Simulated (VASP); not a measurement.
# In3Sb (Pm-3m) in VASP: a series of runs

In3Sb is run at these levels: LDA; tasks: single point, relaxation of volume and atoms at fixed shape.

All numbers are computed with VASP 6.6.1; they aren't measurements. Logs are shortened: lines on timing, memory, paths and dates and some standing lists are left out, and cuts for length are marked.

**1. The cell of the first run**

The structure is cubic, space group Pm-3m (No. 221). Conventional cell: a = 4.666 Å, b = 4.666 Å, c = 4.666 Å, α = 90.00°, β = 90.00°, γ = 90.00°. Within 4.3 Å of In (site symmetry 4/mmm) lie 8 In at 3.30 Å and 4 Sb at 3.30 Å. Sb (site symmetry m-3m) has 12 In at 3.30 Å within 4.3 Å.

**2. Single point, LDA**

The input, INCAR:

```
PREC     = Accurate       # precision mode
ENCUT    = 520            # plane-wave cutoff, eV
EDIFF    = 1E-6           # SCF threshold, eV
ISMEAR   = 1              # smearing method
SIGMA    = 0.05           # smearing width, eV
LREAL    = F              # projectors in reciprocal space
LASPH    = T              # aspherical terms in the spheres
NELM     = 100            # most SCF steps
ALGO     = Normal         # electronic algorithm
ISIF     = 2              # what is computed and relaxed
LWAVE    = F              # write WAVECAR
LCHARG   = T              # write CHGCAR
GGA      = CA             # functional
LELF     = T              # ELF
LVHAR    = T            
NBANDS   = 30             # bands
```

The input, KPOINTS:

```
Automatic mesh
0
Gamma
  9 9 9
```

The input, POSCAR:

```
In3Sb
1.0
    4.6655328571      0.0000000000      0.0000000000
    0.0000000000      4.6655328571      0.0000000000
    0.0000000000      0.0000000000      4.6655328571
In Sb
3 1
Direct
    0.5000000000      0.5000000000      0.0000000000
    0.5000000000      0.0000000000      0.5000000000
    0.0000000000      0.5000000000      0.5000000000
    0.0000000000      0.0000000000      0.0000000000
```

Potentials or basis: VASP PAW LDA potentials, release 64 (In_d, Sb).

The run is started by

```sh
$ cat potpaw_LDA.64/In_d/POTCAR potpaw_LDA.64/Sb/POTCAR > POTCAR
$ mpirun -np 1 vasp_std > vasp.out
```

OUTCAR:

```text
PREC = Accurate
   ENCUT = 520
   EDIFF = 1E-6
   ISMEAR = 1
   LREAL = F
   LASPH = T
   NELM = 100
   ISIF = 2
   GGA = CA

 ion  position               nearest neighbor table
   1  0.500  0.500  0.000-   2 3.30   3 3.30   4 3.30   2 3.30   3 3.30   2 3.30   4 3.30   2 3.30
                             3 3.30   4 3.30   3 3.30   4 3.30
   2  0.500  0.000  0.500-   1 3.30   3 3.30   4 3.30   1 3.30   4 3.30   1 3.30   3 3.30   1 3.30
                             3 3.30   4 3.30   4 3.30   3 3.30
   3  0.000  0.500  0.500-   1 3.30   2 3.30   4 3.30   1 3.30   4 3.30   2 3.30   4 3.30   4 3.30
                             1 3.30   2 3.30   1 3.30   2 3.30
   4  0.000  0.000  0.000-   1 3.30   2 3.30   3 3.30   2 3.30   3 3.30   1 3.30   3 3.30   3 3.30
                             1 3.30   2 3.30   2 3.30   1 3.30

  LATTYP: Found a simple cubic cell.
 ALAT       =     4.6655328571

  Lattice vectors:

 A1 = (   4.6655328571,   0.0000000000,   0.0000000000)
 A2 = (   0.0000000000,   4.6655328571,   0.0000000000)
 A3 = (   0.0000000000,   0.0000000000,   4.6655328571)

Analysis of symmetry for initial positions (statically):
=====================================================================
 Subroutine PRICEL returns:
 Original cell was already a primitive cell.

 Routine SETGRP: Setting up the symmetry group for a
 simple cubic supercell.

 Subroutine GETGRP returns: Found 48 space group operations
 (whereof 48 operations were pure point group operations)
 out of a pool of 48 trial point group operations.

The static configuration has the point symmetry O_h .

Analysis of symmetry for dynamics (positions and initial velocities):
=====================================================================
 Subroutine PRICEL returns:
 Original cell was already a primitive cell.

 Routine SETGRP: Setting up the symmetry group for a
 simple cubic supercell.

 Subroutine GETGRP returns: Found 48 space group operations
 (whereof 48 operations were pure point group operations)
 out of a pool of 48 trial point group operations.

The dynamic configuration has the point symmetry O_h .

 Subroutine INISYM returns: Found 48 space group operations
 (whereof 48 operations are pure point group operations),
 and found     1 'primitive' translations

----------------------------------------------------------------------------------------

                                     Primitive cell

  volume of cell :     101.5556

  direct lattice vectors                    reciprocal lattice vectors
     4.665532857  0.000000000  0.000000000     0.214337790  0.000000000  0.000000000
     0.000000000  4.665532857  0.000000000     0.000000000  0.214337790  0.000000000
     0.000000000  0.000000000  4.665532857     0.000000000  0.000000000  0.214337790

  length of vectors
     4.665532857  4.665532857  4.665532857     0.214337790  0.214337790  0.214337790

  position of ions in fractional coordinates (direct lattice)
     0.500000000  0.500000000  0.000000000
     0.500000000  0.000000000  0.500000000
     0.000000000  0.500000000  0.500000000
     0.000000000  0.000000000  0.000000000

  ion indices of the primitive-cell ions
   primitive index   ion index
                 1           1
                 2           2
                 3           3
                 4           4

----------------------------------------------------------------------------------------

 KPOINTS: Automatic mesh

Automatic generation of k-mesh.
 Grid dimensions read from file:
 generate k-points for:    9    9    9

 Generating k-lattice:

  Cartesian coordinates                     Fractional coordinates (reciprocal lattice)
     0.023815310  0.000000000  0.000000000     0.111111111  0.000000000  0.000000000
     0.000000000  0.023815310  0.000000000     0.000000000  0.111111111  0.000000000
     0.000000000  0.000000000  0.023815310     0.000000000  0.000000000  0.111111111

  Length of vectors
     0.023815310  0.023815310  0.023815310

  Shift w.r.t. Gamma in fractional coordinates (k-lattice)
     0.000000000  0.000000000  0.000000000

 Subroutine IBZKPT returns following result:
 ===========================================

 Found     35 irreducible k-points:

 Following reciprocal coordinates:
            Coordinates               Weight
  0.000000  0.000000  0.000000      1.000000
  0.111111  0.000000  0.000000      6.000000
  0.222222  0.000000  0.000000      6.000000
  0.333333  0.000000  0.000000      6.000000
  0.444444  0.000000  0.000000      6.000000
  0.111111  0.111111  0.000000     12.000000
[... 16 lines left out ...]
  0.333333  0.333333  0.111111     24.000000
  0.444444  0.333333  0.111111     48.000000
 [... further k-points ...]
   k-points           NKPTS =     35   k-points in BZ     NKDIM =     35   number of bands    NBANDS=     30
   number of dos      NEDOS =    301   number of ions     NIONS =      4
   total plane-waves  NPLWV =  46656
   dimension x,y,z NGX =    36 NGY =   36 NGZ =   36
   dimension x,y,z NGXF=    72 NGYF=   72 NGZF=   72
   ions per type =               3   1
   NGX,Y,Z   is equivalent  to a cutoff of  12.83, 12.83, 12.83 a.u.
   NGXF,Y,Z  is equivalent  to a cutoff of  25.66, 25.66, 25.66 a.u.
 SYSTEM =  unknown system
   PREC   = accura    normal or accurate (medium, high low for compatibility)
   ISTART =      0    job   : 0-new  1-cont  2-samecut
   ICHARG =      2    charge: 1-file 2-atom 10-const
   ISPIN  =      1    spin polarized calculation?
   LNONCOLLINEAR =      F non collinear calculations
   LSORBIT =      F    spin-orbit coupling
   LASPH  =      T    aspherical Exc in radial PAW
   ENCUT  =  520.0 eV  38.22 Ry    6.18 a.u.   8.67  8.67  8.67*2*pi/ulx,y,z
   NELM   =    100;   NELMIN=  2; NELMDL= -5     # of ELM steps
   EDIFF  = 0.1E-05   stopping-criterion for ELM
   LREAL  =      F    real-space projection
   EDIFFG = 0.1E-04   stopping-criterion for IOM
   NSW    =      0    number of steps for IOM
   IBRION =     -1    ionic relax: 0-MD 1-quasi-New 2-CG
   NFREE  =      0    steps in history (QN), initial steepest desc. (CG)
   ISIF   =      2    stress and relaxation
   ISYM   =      2    0-nonsym 1-usesym 2-fastsym
   POTIM  = 0.5000    time-step for ionic-motion
   TEBEG  =    0.0;   TEEND  =   0.0 temperature during run
   PSTRESS=    0.0 pullay stress
   NELECT =      44.0000    total number of electrons
   NUPDOWN=      -1.0000    fix difference up-down
   EMIN   =  10.00;   EMAX   =-10.00  energy-range for DOS
   EFERMI =   0.00;   METHOD = LEGACY
   ISMEAR =     1;   SIGMA  =   0.05  broadening in eV -4-tet -1-fermi 0-gaus
   EFERMI_NEDOS =   21; number of points for ismear=-14 and -15
   IALGO  =     38    algorithm
   IMIX   =      4    mixing-type and parameters
     AMIX     =   0.40;   BMIX     =  1.00
     AMIX_MAG =   1.60;   BMIX_MAG =  1.00
  volume/ion in A,a.u.               =      25.39       171.33
  Fermi-wavevector in a.u.,A,eV,Ry     =   1.238771  2.340938 20.878879  1.534554
  Thomas-Fermi vector in A             =   2.373283
   LORBIT       =      0    0 simple, 1 ext, 2 COOP (PROOUT), +10 PAW based schemes
   GGA     = CA    functional components
   LHFCALC =     F    Hartree Fock is set to
   AEXX    =    0.0000 exact exchange contribution
   IVDW    =     0    specifies the selected vdW correction
   LEPSILON=     F    determine dielectric tensor
   LRPA    =     F    only Hartree local field effects (RPA)
 non-spin polarized calculation
 Methfessel and Paxton  Order N= 1 SIGMA  =   0.05
  energy-cutoff  :      520.00
  volume of cell :      101.56
 maximum number of plane-waves:      2777
 NGX is ok and might be reduce to    36
   NGX = 17   NGY = 17   NGZ = 17

 number of electron      43.9999970 magnetization

 Free energy of the ion-electron system (eV)
  ---------------------------------------------------
  ext. energy  EPLUGINS =         0.00000000
  ---------------------------------------------------
  free energy    TOTEN  =       -14.32165120 eV

  energy without entropy =      -14.32108767  energy(sigma->0) =      -14.32146336

 E-fermi :   7.9255     XC(G=0): -10.6557

 val. band max:        7.8427645001   @ k =   0.2222   0.1111   0.1111
 cond. band min:       7.9324976664   @ k =   0.4444   0.3333   0.1111
 fundamental gap:      0.0897331663
 Fermi energy:         7.9254997555

 k-point     1 :       0.0000    0.0000    0.0000
  band No.  band energies     occupation
      1      -6.8297      2.00000
      2      -6.8156      2.00000
      3      -6.8156      2.00000
      4      -6.8156      2.00000
      5      -6.6553      2.00000
      6      -6.6553      2.00000
[... 22 lines left out ...]
     29      14.4249      0.00000
     30      14.8111      0.00000

 k-point     2 :       0.1111    0.0000    0.0000
  band No.  band energies     occupation
      1      -6.8169      2.00000
      2      -6.8128      2.00000
      3      -6.8017      2.00000
      4      -6.8017      2.00000
      5      -6.6533      2.00000
      6      -6.6453      2.00000
[... 22 lines left out ...]
     29      14.6975      0.00000
     30      14.8609      0.00000

 k-point     3 :       0.2222    0.0000    0.0000
  band No.  band energies     occupation
      1      -6.8055      2.00000
      2      -6.7817      2.00000
      3      -6.7616      2.00000
      4      -6.7616      2.00000
      5      -6.6480      2.00000
      6      -6.6174      2.00000
[... 22 lines left out ...]
     29      14.9735      0.00000
     30      15.0075      0.00000

 k-point     4 :       0.3333    0.0000    0.0000
  band No.  band energies     occupation
      1      -6.7967      2.00000
      2      -6.7334      2.00000
      3      -6.6998      2.00000
      4      -6.6998      2.00000
      5      -6.6394      2.00000
      6      -6.5782      2.00000
[... 616 lines left out ...]
     29      13.2863      0.00000
     30      13.8451      0.00000

 k-point    23 :       0.3333    0.3333    0.1111
  band No.  band energies     occupation
      1      -6.7305      2.00000
      2      -6.6970      2.00000
      3      -6.6630      2.00000
      4      -6.6293      2.00000
      5      -6.6172      2.00000
      6      -6.6107      2.00000
[... 22 lines left out ...]
     29      13.0758      0.00000
     30      13.4825      0.00000

 k-point    24 :       0.4444    0.3333    0.1111
  band No.  band energies     occupation
      1      -6.7043      2.00000
      2      -6.6804      2.00000
      3      -6.6569      2.00000
      4      -6.6430      2.00000
      5      -6.6067      2.00000
      6      -6.5758      2.00000
[... 22 lines left out ...]
     29      13.0675      0.00000
     30      14.1875      0.00000

 [... further k-points ...]
[... 5 lines left out ...]
  --------------------------------------------------------------------------------------
  -------------------------------------------------------------------------------------
  Total        0.0748480      0.0748480      0.0748480      0.0000000      0.0000000      0.0000000
  in kB        1.1808294      1.1808294      1.1808294      0.0000000      0.0000000      0.0000000
  external PRESSURE =       1.1808294 kB  Pullay stress =       0.0000000 kB

 VOLUME and BASIS-vectors are now :
 -----------------------------------------------------------------------------
  energy-cutoff  :      520.00
  volume of cell :      101.56
      direct lattice vectors                 reciprocal lattice vectors
     4.665532857  0.000000000  0.000000000     0.214337790  0.000000000  0.000000000
     0.000000000  4.665532857  0.000000000     0.000000000  0.214337790  0.000000000
     0.000000000  0.000000000  4.665532857     0.000000000  0.000000000  0.214337790

 POSITION                                       TOTAL-FORCE (eV/Angst)
 -----------------------------------------------------------------------------------
      2.33277      2.33277      0.00000         0.000000      0.000000      0.000000
      2.33277      0.00000      2.33277         0.000000      0.000000      0.000000
      0.00000      2.33277      2.33277         0.000000      0.000000      0.000000
      0.00000      0.00000      0.00000         0.000000      0.000000      0.000000
 -----------------------------------------------------------------------------------
    total drift:                                0.000000      0.000000      0.000000

  FREE ENERGIE OF THE ION-ELECTRON SYSTEM (eV)
  ---------------------------------------------------
  free  energy   TOTEN  =       -14.3216512027 eV

  energy  without entropy=      -14.3210876728  energy(sigma->0) =      -14.32146336
```

It took 33 s on 1 thread of Intel Xeon 6975P-C (Granite Rapids), shared host; peak memory 0.22 GiB.

What came out:

```
Free energy            : -14.3217 eV
Pressure               : 0.1 GPa
Band gap on the k mesh : zero (bands 22 and 23 overlap by 3.46 eV)
```

Caveat: spin-orbit coupling is left out, which moves the levels of the heavy elements.

**3. Relaxation of volume and atoms at fixed shape, LDA**

This run uses another cell than the first one, of 28.29 Å³/atom.

The input, INCAR:

```
SYSTEM = In3Sb
PREC = Accurate ; ENCUT = 600
EDIFF = 1E-7 ; ISMEAR = 1
SIGMA = 0.05 ; LREAL = .False.
LASPH = .True. ; NELM = 60
ALGO = Normal ; ISIF = 8
LWAVE = .False. ; LCHARG = .False.
GGA = CA ; IBRION = 2
NSW = 80 ; EDIFFG = -0.03
```

The input, KPOINTS:

```
Automatic mesh
0
Gamma
  9 9 9
  0 0 0
```

The input, POSCAR:

```
In3Sb
1.0
    4.8369620000      0.0000000000      0.0000000000
    0.0000000000      4.8369620000      0.0000000000
    0.0000000000      0.0000000000      4.8369620000
In Sb
3 1
Direct
    0.5000000000      0.5000000000      0.0000000000
    0.5000000000      0.0000000000      0.5000000000
    0.0000000000      0.5000000000      0.5000000000
    0.0000000000      0.0000000000      0.0000000000
```

Potentials or basis: VASP PAW LDA potentials, release 64 (In_d, Sb).

The run is started by

```sh
$ cat potpaw_LDA.64/In_d/POTCAR potpaw_LDA.64/Sb/POTCAR > POTCAR
$ mpirun -np 1 vasp_std > vasp.out
```

It took 94 s on 1 thread of Intel Xeon 6975P-C (Granite Rapids), shared host; peak memory 0.27 GiB.

The run converged. Its results:

| Quantity | Value |
| --- | --- |
| Free energy | -14.3224 eV |
| Relaxed volume | 25.52 Å³/atom |
| Relaxed cell | a = 4.674 Å, b = 4.674 Å, c = 4.674 Å, α = 90.00°, β = 90.00°, γ = 90.00° |
| Space group after relaxing (to 0.1 Å) | Pm-3m (No. 221) |
| Energy gained by relaxing | 39.8 meV/atom |
| Ionic steps | 2 |
| Pressure after relaxing | -0.1 GPa |
| Band gap on the k mesh | zero (bands 22 and 23 overlap by 3.44 eV) |

The path:
```csv
step,energy change (eV),largest force (eV/Å),pressure (GPa),volume (Å³)
1,0.0000,0.0000,-3.96,113.17
2,-0.1591,0.0000,-0.12,102.08
```

Final structure:
```
In Sb
1.0
     4.67358    0.00000    0.00000
     0.00000    4.67358    0.00000
     0.00000    0.00000    4.67358
In Sb
3 1
Direct
  0.50000 0.50000 0.00000
  0.50000 0.00000 0.50000
  0.00000 0.50000 0.50000
  0.00000 0.00000 0.00000
```

Levels at points of the mesh, in eV from the Fermi level:
| k point | band 19 | band 20 | band 21 | band 22 | band 23 | band 24 | band 25 | band 26 |
| --- | --- | --- | --- | --- | --- | --- | --- | --- |
| (0.00, 0.00, 0.00) | -3.20 | -3.20 | -2.32 | -2.32 | 2.38 | 2.38 | 2.38 | 3.94 |

Caveat: spin-orbit coupling is left out, which moves the levels of the heavy elements.
